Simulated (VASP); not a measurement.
# TbPIr2 (Cmmm) in VASP: a series of runs

The runs below take TbPIr2 through single point, relaxation of cell and atoms, with PBE.

All numbers are computed with VASP 6.6.1; they aren't measurements. Logs are shortened: lines on timing, memory, paths and dates and some standing lists are left out, and cuts for length are marked.

## (1) The cell of the first run

The structure is orthorhombic, space group Cmmm (No. 65). The conventional cell has a = 4.267 Å, b = 4.606 Å, c = 8.704 Å, α = 90.00°, β = 90.00°, γ = 90.00°. Tb (site symmetry mmm) has 2 Ir at 2.44 Å and 4 Tb at 3.14 Å within 3.2 Å. P (site symmetry mmm) has 2 Ir at 1.91 Å within 2.5 Å. Ir (site symmetry mm2) has 1 P at 1.91 Å and 1 Tb at 2.44 Å within 2.5 Å.

The cell was generated, and may not be a known phase.

## (2) Single point, PBE

The input, INCAR:

```
PREC = Accurate ; ENCUT = 500
EDIFF = 1E-6 ; ISMEAR = 0
SIGMA = 0.1 ; LREAL = False
LASPH = True ; NELM = 200
ALGO = Normal ; ISIF = 2
LWAVE = False ; LCHARG = False
GGA = PE ; NBANDS = 24
GGA_COMPAT = False ; LMAXMIX = 6
```

The input, KPOINTS:

```
Automatic mesh
0
Gamma
  6 6 2
```

The input, POSCAR:

```
TbPIr2
1.0
    2.1334810500     -2.3027953200      0.0000000000
    2.1334810500      2.3027953200      0.0000000000
    0.0000000000      0.0000000000      8.7042872900
Tb P Ir
1 1 2
Direct
    0.5000000000      0.5000000000      0.0000000000
    0.5000000000      0.5000000000      0.5000000000
    0.5000000000      0.5000000000      0.2803895700
    0.5000000000      0.5000000000      0.7196104300
```

Potentials or basis: VASP PAW PBE potentials, release 64 (Tb_3, P, Ir), 4f in core.

Command:

```sh
$ cat potpaw_PBE.64/Tb_3/POTCAR potpaw_PBE.64/P/POTCAR potpaw_PBE.64/Ir/POTCAR > POTCAR
$ mpirun -np 1 vasp_std > vasp.out
```

OUTCAR:

```text
PREC = Accurate
   ENCUT = 500
   EDIFF = 1E-6
   ISMEAR = 0
   LREAL = False
   LASPH = True
   NELM = 200
   ISIF = 2
   GGA = PE

 ion  position               nearest neighbor table
   1  0.500  0.500  0.000-   3 2.44   4 2.44
   2  0.500  0.500  0.500-   3 1.91   4 1.91
   3  0.500  0.500  0.280-   2 1.91   1 2.44
   4  0.500  0.500  0.720-   2 1.91   1 2.44

  LATTYP: Found a base centered orthorhombic cell.
 ALAT       =     4.2669621000
 B/A-ratio  =     1.0793605690
 C/A-ratio  =     2.0399260846

  Lattice vectors:

 A1 = (   2.1334810500,  -2.3027953200,   0.0000000000)
 A2 = (   2.1334810500,   2.3027953200,   0.0000000000)
 A3 = (   0.0000000000,   0.0000000000,   8.7042872900)

Analysis of symmetry for initial positions (statically):
=====================================================================
 Subroutine PRICEL returns:
 Original cell was already a primitive cell.

 Routine SETGRP: Setting up the symmetry group for a
 base centered orthorhombic supercell.

 Subroutine GETGRP returns: Found  8 space group operations
 (whereof  8 operations were pure point group operations)
 out of a pool of  8 trial point group operations.

The static configuration has the point symmetry D_2h.

Analysis of symmetry for dynamics (positions and initial velocities):
=====================================================================
 Subroutine PRICEL returns:
 Original cell was already a primitive cell.

 Routine SETGRP: Setting up the symmetry group for a
 base centered orthorhombic supercell.

 Subroutine GETGRP returns: Found  8 space group operations
 (whereof  8 operations were pure point group operations)
 out of a pool of  8 trial point group operations.

The dynamic configuration has the point symmetry D_2h.

 Subroutine INISYM returns: Found  8 space group operations
 (whereof  8 operations are pure point group operations),
 and found     1 'primitive' translations

----------------------------------------------------------------------------------------

                                     Primitive cell

  volume of cell :      85.5278

  direct lattice vectors                    reciprocal lattice vectors
     2.133481050 -2.302795320  0.000000000     0.234358772 -0.217127417  0.000000000
     2.133481050  2.302795320  0.000000000     0.234358772  0.217127417  0.000000000
     0.000000000  0.000000000  8.704287290     0.000000000  0.000000000  0.114885914

  length of vectors
     3.139204943  3.139204943  8.704287290     0.319481376  0.319481376  0.114885914

  position of ions in fractional coordinates (direct lattice)
     0.500000000  0.500000000  0.000000000
     0.500000000  0.500000000  0.500000000
     0.500000000  0.500000000  0.280389570
     0.500000000  0.500000000  0.719610430

  ion indices of the primitive-cell ions
   primitive index   ion index
                 1           1
                 2           2
                 3           3
                 4           4

----------------------------------------------------------------------------------------

 KPOINTS: Automatic mesh

Automatic generation of k-mesh.
 Grid dimensions read from file:
 generate k-points for:    6    6    2

 Generating k-lattice:

  Cartesian coordinates                     Fractional coordinates (reciprocal lattice)
     0.039059795 -0.036187903  0.000000000     0.166666667  0.000000000  0.000000000
     0.039059795  0.036187903  0.000000000     0.000000000  0.166666667  0.000000000
     0.000000000  0.000000000  0.057442957     0.000000000  0.000000000  0.500000000

  Length of vectors
     0.053246896  0.053246896  0.057442957

  Shift w.r.t. Gamma in fractional coordinates (k-lattice)
     0.000000000  0.000000000  0.000000000

 Subroutine IBZKPT returns following result:
 ===========================================

 Found     26 irreducible k-points:

 Following reciprocal coordinates:
            Coordinates               Weight
  0.000000  0.000000  0.000000      1.000000
  0.166667  0.000000  0.000000      4.000000
  0.333333 -0.000000  0.000000      4.000000
  0.500000  0.000000  0.000000      2.000000
  0.166667  0.166667  0.000000      2.000000
  0.333333  0.166667  0.000000      4.000000
[... 16 lines left out ...]
  0.333333  0.333333  0.500000      2.000000
  0.500000  0.333333  0.500000      4.000000
 [... further k-points ...]
   k-points           NKPTS =     26   k-points in BZ     NKDIM =     26   number of bands    NBANDS=     24
   number of dos      NEDOS =    301   number of ions     NIONS =      4
   total plane-waves  NPLWV =  36864
   dimension x,y,z NGX =    24 NGY =   24 NGZ =   64
   dimension x,y,z NGXF=    48 NGYF=   48 NGZF=  128
   ions per type =               1   1   2
   NGX,Y,Z   is equivalent  to a cutoff of  12.71, 12.71, 12.22 a.u.
   NGXF,Y,Z  is equivalent  to a cutoff of  25.42, 25.42, 24.45 a.u.
 SYSTEM =  unknown system
   PREC   = accura    normal or accurate (medium, high low for compatibility)
   ISTART =      0    job   : 0-new  1-cont  2-samecut
   ICHARG =      2    charge: 1-file 2-atom 10-const
   ISPIN  =      1    spin polarized calculation?
   LNONCOLLINEAR =      F non collinear calculations
   LSORBIT =      F    spin-orbit coupling
   LASPH  =      T    aspherical Exc in radial PAW
   ENCUT  =  500.0 eV  36.75 Ry    6.06 a.u.   5.72  5.72 15.87*2*pi/ulx,y,z
   NELM   =    200;   NELMIN=  2; NELMDL= -5     # of ELM steps
   EDIFF  = 0.1E-05   stopping-criterion for ELM
   LREAL  =      F    real-space projection
   EDIFFG = 0.1E-04   stopping-criterion for IOM
   NSW    =      0    number of steps for IOM
   IBRION =     -1    ionic relax: 0-MD 1-quasi-New 2-CG
   NFREE  =      0    steps in history (QN), initial steepest desc. (CG)
   ISIF   =      2    stress and relaxation
   ISYM   =      2    0-nonsym 1-usesym 2-fastsym
   POTIM  = 0.5000    time-step for ionic-motion
   TEBEG  =    0.0;   TEEND  =   0.0 temperature during run
   PSTRESS=    0.0 pullay stress
   NELECT =      32.0000    total number of electrons
   NUPDOWN=      -1.0000    fix difference up-down
   EMIN   =  10.00;   EMAX   =-10.00  energy-range for DOS
   EFERMI =   0.00;   METHOD = LEGACY
   ISMEAR =     0;   SIGMA  =   0.10  broadening in eV -4-tet -1-fermi 0-gaus
   EFERMI_NEDOS =   21; number of points for ismear=-14 and -15
   IALGO  =     38    algorithm
   IMIX   =      4    mixing-type and parameters
     AMIX     =   0.40;   BMIX     =  1.00
     AMIX_MAG =   1.60;   BMIX_MAG =  1.00
  volume/ion in A,a.u.               =      21.38       144.29
  Fermi-wavevector in a.u.,A,eV,Ry     =   1.179657  2.229228 18.933737  1.391590
  Thomas-Fermi vector in A             =   2.315964
   LORBIT       =      0    0 simple, 1 ext, 2 COOP (PROOUT), +10 PAW based schemes
   GGA     = PE    functional components
   LHFCALC =     F    Hartree Fock is set to
   AEXX    =    0.0000 exact exchange contribution
   IVDW    =     0    specifies the selected vdW correction
   LEPSILON=     F    determine dielectric tensor
   LRPA    =     F    only Hartree local field effects (RPA)
 non-spin polarized calculation
 Gauss-broadening in eV      SIGMA  =   0.10
  energy-cutoff  :      500.00
  volume of cell :       85.53
 maximum number of plane-waves:      2208
   NGX = 11   NGY = 11   NGZ = 31

 number of electron      31.9999998 magnetization

 Free energy of the ion-electron system (eV)
  ---------------------------------------------------
  ext. energy  EPLUGINS =         0.00000000
  ---------------------------------------------------
  free energy    TOTEN  =       -22.00809702 eV

  energy without entropy =      -21.99015990  energy(sigma->0) =      -21.99912846

 E-fermi :   5.0440     XC(G=0): -10.8523

 val. band max:        5.0105066754   @ k =   0.5000   0.1667   0.0000
 cond. band min:       5.0603527439   @ k =  -0.3333   0.3333   0.0000
 fundamental gap:      0.0498460684
 Fermi energy:         5.0439679989

 k-point     1 :       0.0000    0.0000    0.0000
  band No.  band energies     occupation
      1     -18.0878      2.00000
      2     -16.9481      2.00000
      3     -16.8992      2.00000
      4      -7.8384      2.00000
      5      -1.5209      2.00000
      6      -0.1078      2.00000
[... 16 lines left out ...]
     23       9.9389      0.00000
     24      11.7500      0.00000

 k-point     2 :       0.1667    0.0000    0.0000
  band No.  band energies     occupation
      1     -18.0517      2.00000
      2     -17.2398      2.00000
      3     -16.8972      2.00000
      4      -7.6172      2.00000
      5      -1.3986      2.00000
      6       0.2068      2.00000
[... 16 lines left out ...]
     23      10.0091      0.00000
     24      10.7156      0.00000

 k-point     3 :       0.3333   -0.0000    0.0000
  band No.  band energies     occupation
      1     -17.9784      2.00000
      2     -17.8220      2.00000
      3     -16.8462      2.00000
      4      -7.0981      2.00000
      5      -1.1826      2.00000
      6      -0.8059      2.00000
[... 16 lines left out ...]
     23       9.7785      0.00000
     24      10.2936      0.00000

 k-point     4 :       0.5000    0.0000    0.0000
  band No.  band energies     occupation
      1     -18.0936      2.00000
      2     -17.9411      2.00000
      3     -16.8200      2.00000
      4      -6.7788      2.00000
      5      -1.4087      2.00000
      6      -1.0791      2.00000
[... 16 lines left out ...]
     23      10.0805      0.00000
     24      10.2177      0.00000

 k-point     5 :       0.1667    0.1667    0.0000
  band No.  band energies     occupation
      1     -18.0150      2.00000
      2     -17.2399      2.00000
      3     -17.1920      2.00000
      4      -7.3807      2.00000
      5      -1.2873      2.00000
      6       0.2008      2.00000
[... 16 lines left out ...]
     23      10.0414      0.00000
     24      10.2741      0.00000

 k-point     6 :       0.3333    0.1667    0.0000
  band No.  band energies     occupation
      1     -17.9433      2.00000
      2     -17.7901      2.00000
      3     -17.1542      2.00000
      4      -6.8697      2.00000
      5      -1.1001      2.00000
      6      -0.7027      2.00000
[... 16 lines left out ...]
     23       9.4235      0.00000
     24      11.1169      0.00000
[... 379 lines left out ...]
 k-point    21 :      -0.3333    0.1667    0.5000
  band No.  band energies     occupation
      1     -17.9505      2.00000
      2     -17.7778      2.00000
      3     -17.1372      2.00000
      4      -6.7540      2.00000
      5      -1.9915      2.00000
      6      -0.6951      2.00000
[... 16 lines left out ...]
     23       9.1507      0.00000
     24      10.7511      0.00000

 k-point    22 :      -0.1667    0.1667    0.5000
  band No.  band energies     occupation
      1     -18.0223      2.00000
      2     -17.2128      2.00000
      3     -17.1888      2.00000
      4      -7.2703      2.00000
      5      -2.1944      2.00000
      6       0.4435      2.00000
[... 16 lines left out ...]
     23      10.3452      0.00000
     24      10.4490      0.00000

 k-point    23 :       0.3333    0.3333    0.5000
  band No.  band energies     occupation
      1     -17.8793      2.00000
      2     -17.7377      2.00000
      3     -17.6852      2.00000
      4      -6.2038      2.00000
      5      -1.8231      2.00000
      6      -0.4932      2.00000
[... 16 lines left out ...]
     23       9.7903      0.00000
     24      10.0578      0.00000

 k-point    24 :       0.5000    0.3333    0.5000
  band No.  band energies     occupation
      1     -17.9755      2.00000
      2     -17.8460      2.00000
      3     -17.6541      2.00000
      4      -5.9373      2.00000
      5      -1.7570      2.00000
      6      -1.0326      2.00000
[... 16 lines left out ...]
     23       9.5646      0.00000
     24      10.5141      0.00000

 [... further k-points ...]

------------------------ aborting loop because EDIFF is reached ----------------------------------------

  FORCE on cell =-STRESS in cart. coord.  units (eV):
  Direction    XX          YY          ZZ          XY          YZ          ZX
  --------------------------------------------------------------------------------------
  -------------------------------------------------------------------------------------
  Total       -4.9458149     -5.8081300     41.7566836     -0.0000000      0.0000000      0.0000000
  in kB      -92.6490773   -108.8026746    782.2205863     -0.0000000      0.0000000      0.0000000
  external PRESSURE =     193.5896115 kB  Pullay stress =       0.0000000 kB

 VOLUME and BASIS-vectors are now :
 -----------------------------------------------------------------------------
  energy-cutoff  :      500.00
  volume of cell :       85.53
      direct lattice vectors                 reciprocal lattice vectors
     2.133481050 -2.302795320  0.000000000     0.234358772 -0.217127417  0.000000000
     2.133481050  2.302795320  0.000000000     0.234358772  0.217127417  0.000000000
     0.000000000  0.000000000  8.704287290     0.000000000  0.000000000  0.114885914

 POSITION                                       TOTAL-FORCE (eV/Angst)
 -----------------------------------------------------------------------------------
      2.13348      0.00000      0.00000         0.000000      0.000000      0.000000
      2.13348      0.00000      4.35214         0.000000     -0.000000      0.000000
      2.13348      0.00000      2.44059         0.000000     -0.000000     -5.193158
      2.13348      0.00000      6.26370        -0.000000     -0.000000      5.193158
 -----------------------------------------------------------------------------------
    total drift:                               -0.000000     -0.000000     -0.000000

  FREE ENERGIE OF THE ION-ELECTRON SYSTEM (eV)
  ---------------------------------------------------
  free  energy   TOTEN  =       -22.0080970162 eV

  energy  without entropy=      -21.9901599024  energy(sigma->0) =      -21.99912846
```

It took 49 s on 1 thread of AMD EPYC 7R13 (Zen 3), shared host; peak memory 0.19 GiB.

Results:

```
Free energy            : -22.0081 eV
Pressure               : 19.4 GPa
Largest force          : 5.193 eV/Å
Band gap on the k mesh : zero (bands 16 and 17 overlap by 1.02 eV)
```

Forces on the atoms (eV/Å):
```
Tb   0.000  0.000  0.000
P    0.000  0.000  0.000
Ir   0.000  0.000 -5.193
Ir   0.000  0.000  5.193
```

Caveat: the k points lie up to 0.36 Å⁻¹ apart, too coarse for converged energies and pressures of a metal; spin-orbit coupling is left out, which moves the levels of the heavy elements; the 4f electrons are frozen in the core, so they carry no moment and show no levels; forces of over 1 eV/Å act on the atoms, so gaps and moduli don't describe the material at rest. Spin polarisation is off, so any magnetic state and its effect on volume and gap are missing.

(Part 1 of 2 ends here.)

The gap in the log of VASP goes by the Fermi energy; the results here count the filled bands.